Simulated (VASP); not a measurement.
# TiCo2 (Fd-3m) in VASP: further runs

TiCo2 is run at these levels: r2SCAN, LDA; tasks: single point, relaxation of cell and atoms.

All numbers are computed with VASP 6.6.1; they aren't measurements. Logs are shortened: lines on timing, memory, paths and dates and some standing lists are left out, and cuts for length are marked.

**1. The cell of the first run**

It takes space group Fd-3m (No. 227, cubic). Conventional cell: a = 6.740 Å, b = 6.740 Å, c = 6.740 Å, α = 90.00°, β = 90.00°, γ = 90.00°. Within 3.7 Å of Ti (site symmetry -43m) lie 12 Co at 2.79 Å and 4 Ti at 2.92 Å. Within 3.1 Å of Co (site symmetry -3m) lie 6 Co at 2.38 Å and 6 Ti at 2.79 Å.

**2. Single point, r2SCAN, collinear spin, ferrimagnetic start**

POSCAR

```
TiCo2
1.0
    0.0000000000      3.3702015244      3.3702015244
    3.3702015244      0.0000000000      3.3702015244
    3.3702015244      3.3702015244      0.0000000000
Ti Co
2 4
Direct
    0.5000000000      0.5000000000      0.5000000000
    0.7500000000      0.7500000000      0.7500000000
    0.1250000000      0.1250000000      0.1250000000
    0.6250000000      0.1250000000      0.1250000000
    0.1250000000      0.1250000000      0.6250000000
    0.1250000000      0.6250000000      0.1250000000
```

INCAR.step1

```
PREC     = Accurate       # precision mode
ENCUT    = 520            # plane-wave cutoff, eV
ISMEAR   = 0              # smearing method
SIGMA    = 0.1            # smearing width, eV
LREAL    = F              # projectors in reciprocal space
LASPH    = T              # aspherical terms in the spheres
NELM     = 150            # most SCF steps
ISPIN    = 2              # spin polarisation
MAGMOM   = -0.73 -0.73 1.71 1.71 1.71 1.71 # initial moments
LMAXMIX  = 4              # l up to which the mixer works
NBANDS   = 43             # bands
GGA      = PE             # functional
ALGO     = Normal         # electronic algorithm
EDIFF    = 1E-4           # SCF threshold, eV
LWAVE    = T              # write WAVECAR
LCHARG   = F              # write CHGCAR
```

INCAR.step2

```
PREC     = Accurate       # precision mode
ENCUT    = 520            # plane-wave cutoff, eV
EDIFF    = 1E-6           # SCF threshold, eV
ISMEAR   = 0              # smearing method
SIGMA    = 0.1            # smearing width, eV
LREAL    = F              # projectors in reciprocal space
LASPH    = T              # aspherical terms in the spheres
NELM     = 150            # most SCF steps
ALGO     = Normal         # electronic algorithm
ISIF     = 2              # what is computed and relaxed
LWAVE    = F              # write WAVECAR
LCHARG   = F              # write CHGCAR
ISPIN    = 2              # spin polarisation
MAGMOM   = -0.73 -0.73 1.71 1.71 1.71 1.71 # initial moments
LORBIT   = 11             # projections on sites
LMAXMIX  = 4              # l up to which the mixer works
METAGGA  = R2SCAN         # meta-GGA
LMIXTAU  = T            
NBANDS   = 43             # bands
ISTART   = 1
```

KPOINTS

```
Automatic mesh
0
Gamma
  1 1 1
```

Potentials or basis: VASP PAW PBE potentials, release 64 (Ti_sv, Co).

Command:

```
cat potpaw_PBE.64/Ti_sv/POTCAR potpaw_PBE.64/Co/POTCAR > POTCAR
cp INCAR.step1 INCAR
mpirun -np 1 vasp_gam > vasp.out
cp INCAR.step2 INCAR
mpirun -np 1 vasp_gam > vasp.out
```

OUTCAR:

```text
PREC = Accurate
   ENCUT = 520
   EDIFF = 1E-6
   ISMEAR = 0
   LREAL = F
   LASPH = T
   NELM = 150
   ISIF = 2
   ISPIN = 2
   LORBIT = 11
   METAGGA = R2SCAN
   ISTART = 1

 ion  position               nearest neighbor table
   1  0.500  0.500  0.500-   3 2.79   5 2.79   6 2.79   3 2.79   4 2.79   5 2.79   3 2.79   4 2.79
                             6 2.79   4 2.79   5 2.79   6 2.79   2 2.92   2 2.92   2 2.92   2 2.92
   2  0.750  0.750  0.750-   4 2.79   5 2.79   6 2.79   3 2.79   4 2.79   6 2.79   3 2.79   4 2.79
                             5 2.79   3 2.79   5 2.79   6 2.79   1 2.92   1 2.92   1 2.92   1 2.92
   3  0.125  0.125  0.125-   4 2.38   5 2.38   6 2.38   5 2.38   6 2.38   4 2.38   1 2.79   2 2.79
                             1 2.79   2 2.79   1 2.79   2 2.79
   4  0.625  0.125  0.125-   3 2.38   5 2.38   6 2.38   3 2.38   5 2.38   6 2.38   2 2.79   1 2.79
                             1 2.79   2 2.79   2 2.79   1 2.79
   5  0.125  0.125  0.625-   3 2.38   3 2.38   4 2.38   6 2.38   6 2.38   4 2.38   1 2.79   2 2.79
                             1 2.79   2 2.79   1 2.79   2 2.79
   6  0.125  0.625  0.125-   3 2.38   5 2.38   3 2.38   4 2.38   5 2.38   4 2.38   2 2.79   1 2.79
                             2 2.79   2 2.79   1 2.79   1 2.79

  LATTYP: Found a face centered cubic cell.
 ALAT       =     6.7404030488

  Lattice vectors:

 A1 = (   0.0000000000,   3.3702015244,   3.3702015244)
 A2 = (   3.3702015244,   0.0000000000,   3.3702015244)
 A3 = (   3.3702015244,   3.3702015244,   0.0000000000)

Analysis of symmetry for initial positions (statically):
=====================================================================
 Subroutine PRICEL returns:
 Original cell was already a primitive cell.

 Routine SETGRP: Setting up the symmetry group for a
 face centered cubic supercell.

 Subroutine GETGRP returns: Found 48 space group operations
 (whereof 24 operations were pure point group operations)
 out of a pool of 48 trial point group operations.

The static configuration has the point symmetry T_d .
 The point group associated with its full space group is O_h .

Analysis of symmetry for dynamics (positions and initial velocities):
=====================================================================
 Subroutine PRICEL returns:
 Original cell was already a primitive cell.

 Routine SETGRP: Setting up the symmetry group for a
 face centered cubic supercell.

 Subroutine GETGRP returns: Found 48 space group operations
 (whereof 24 operations were pure point group operations)
 out of a pool of 48 trial point group operations.

The dynamic configuration has the point symmetry T_d .
 The point group associated with its full space group is O_h .

Analysis of structural, dynamic, and magnetic symmetry:
=====================================================================
 Subroutine PRICEL returns:
 Original cell was already a primitive cell.

 Routine SETGRP: Setting up the symmetry group for a
 face centered cubic supercell.

 Subroutine GETGRP returns: Found 48 space group operations
 (whereof 24 operations were pure point group operations)
 out of a pool of 48 trial point group operations.

The overall configuration has the point symmetry T_d .
 The point group associated with its full space group is O_h .

 Subroutine INISYM returns: Found 48 space group operations
 (whereof 24 operations are pure point group operations),
 and found     1 'primitive' translations

----------------------------------------------------------------------------------------

                                     Primitive cell

  volume of cell :      76.5592

  direct lattice vectors                    reciprocal lattice vectors
     0.000000000  3.370201524  3.370201524    -0.148359081  0.148359081  0.148359081
     3.370201524  0.000000000  3.370201524     0.148359081 -0.148359081  0.148359081
     3.370201524  3.370201524  0.000000000     0.148359081  0.148359081 -0.148359081

  length of vectors
     4.766184704  4.766184704  4.766184704     0.256965466  0.256965466  0.256965466

[... 48 lines left out ...]
 Gauss-broadening in eV      SIGMA  =   0.10
  energy-cutoff  :      520.00
  volume of cell :       76.56
 maximum number of plane-waves:      1043
 NGX is ok and might be reduce to    36
   NGX = 17   NGY = 17   NGZ = 17

 number of electron      60.0000037 magnetization      -4.0000052

 Free energy of the ion-electron system (eV)
  ---------------------------------------------------
  ext. energy  EPLUGINS =         0.00000000
  ---------------------------------------------------
  free energy    TOTEN  =       -73.70119602 eV

  energy without entropy =      -73.70119601  energy(sigma->0) =      -73.70119601

 E-fermi :   9.7139     XC(G=0): -13.6598

 val. band max:        9.3244106442   @ k =   0.0000   0.0000   0.0000
 cond. band min:      10.1168211130   @ k =   0.0000   0.0000   0.0000
 fundamental gap:      0.7924104688
 Fermi energy:         9.7139144968

 spin component 1

 k-point     1 :       0.0000    0.0000    0.0000
  band No.  band energies     occupation
      1     -48.5414      1.00000
      2     -48.4619      1.00000
      3     -23.8530      1.00000
      4     -23.8530      1.00000
      5     -23.8528      1.00000
      6     -23.6745      1.00000
[... 34 lines left out ...]
     41      16.2852      0.00000
     42      16.2854      0.00000
 Fermi energy:         9.7139144968

 spin component 2

 k-point     1 :       0.0000    0.0000    0.0000
  band No.  band energies     occupation
      1     -49.2352      1.00000
      2     -49.1551      1.00000
      3     -24.5429      1.00000
      4     -24.5429      1.00000
      5     -24.5429      1.00000
      6     -24.3665      1.00000
[... 34 lines left out ...]
     41      15.3458      0.00000
     42      15.3458      0.00000
 [bands above 42 left out]

------------------------ aborting loop because EDIFF is reached ----------------------------------------

  FORCE on cell =-STRESS in cart. coord.  units (eV):
  Direction    XX          YY          ZZ          XY          YZ          ZX
  --------------------------------------------------------------------------------------
  -------------------------------------------------------------------------------------
  Total       -3.6369131     -3.6369131     -3.6369131      0.0000000     -0.0000000      0.0000000
  in kB      -76.1107324    -76.1107324    -76.1107324      0.0000000     -0.0000000      0.0000000
  external PRESSURE =     -76.1107324 kB  Pullay stress =       0.0000000 kB

 VOLUME and BASIS-vectors are now :
 -----------------------------------------------------------------------------
  energy-cutoff  :      520.00
  volume of cell :       76.56
      direct lattice vectors                 reciprocal lattice vectors
     0.000000000  3.370201524  3.370201524    -0.148359081  0.148359081  0.148359081
     3.370201524  0.000000000  3.370201524     0.148359081 -0.148359081  0.148359081
     3.370201524  3.370201524  0.000000000     0.148359081  0.148359081 -0.148359081

 POSITION                                       TOTAL-FORCE (eV/Angst)
 -----------------------------------------------------------------------------------
      3.37020      3.37020      3.37020        -0.000000     -0.000000     -0.000000
      5.05530      5.05530      5.05530         0.000000      0.000000      0.000000
      0.84255      0.84255      0.84255        -0.000000     -0.000000     -0.000000
      0.84255      2.52765      2.52765        -0.000000      0.000000     -0.000000
      2.52765      2.52765      0.84255        -0.000000     -0.000000     -0.000000
      2.52765      0.84255      2.52765        -0.000000      0.000000     -0.000000
 -----------------------------------------------------------------------------------
    total drift:                                0.000000      0.000000      0.000000

  FREE ENERGIE OF THE ION-ELECTRON SYSTEM (eV)
  ---------------------------------------------------
  free  energy   TOTEN  =       -73.7011960217 eV

  energy  without entropy=      -73.7011960069  energy(sigma->0) =      -73.70119601

 total charge

# of ion       s       p       d       tot
------------------------------------------
    1        2.131   6.101   2.024  10.255
    2        2.131   6.101   2.024  10.255
    3        0.466   0.573   7.372   8.410
    4        0.466   0.573   7.372   8.410
    5        0.466   0.573   7.372   8.410
    6        0.466   0.573   7.372   8.410
--------------------------------------------------
tot          6.125  14.493  33.534  54.152

 magnetization (x)

# of ion       s       p       d       tot
------------------------------------------
    1       -0.014  -0.091  -0.530  -0.634
    2       -0.014  -0.091  -0.530  -0.634
    3       -0.012  -0.424   0.130  -0.307
    4       -0.012  -0.424   0.130  -0.307
    5       -0.012  -0.424   0.130  -0.307
    6       -0.012  -0.424   0.130  -0.307
--------------------------------------------------
tot         -0.077  -1.877  -0.541  -2.495
```

Run time: 59 s. Hardware: 1 thread of Intel Xeon 6975P-C (Granite Rapids), shared host; peak memory 0.24 GiB.

What came out:

```yaml
Free_energy: -73.7012 eV
Pressure: -7.6 GPa
Net_moment: -4.00 μB per cell
Site_moments: Ti -0.63; Co -0.31 μB
Valence_electrons_inside_the_program's_atomic_spheres: Ti 10.26; Co 8.41
```

Levels at points of the mesh, in eV from the Fermi level:
Spin up:
| k point | band 26 | band 27 | band 28 | band 29 | band 30 | band 31 |
| --- | --- | --- | --- | --- | --- | --- |
| (0.00, 0.00, 0.00) | -0.83 | -0.72 | -0.72 | 0.40 | 0.40 | 0.40 |
Spin down:
| k point | band 28 | band 29 | band 30 | band 31 | band 32 | band 33 | band 34 | band 35 | band 36 | band 37 |
| --- | --- | --- | --- | --- | --- | --- | --- | --- | --- | --- |
| (0.00, 0.00, 0.00) | -0.79 | -0.70 | -0.70 | -0.70 | -0.39 | 0.91 | 0.91 | 0.91 | 1.27 | 1.27 |

Caveat: the k points lie up to 1.61 Å⁻¹ apart; the PAW data sets were made with another functional, which shifts forces and pressure a little.

[end of part 1 of 2]
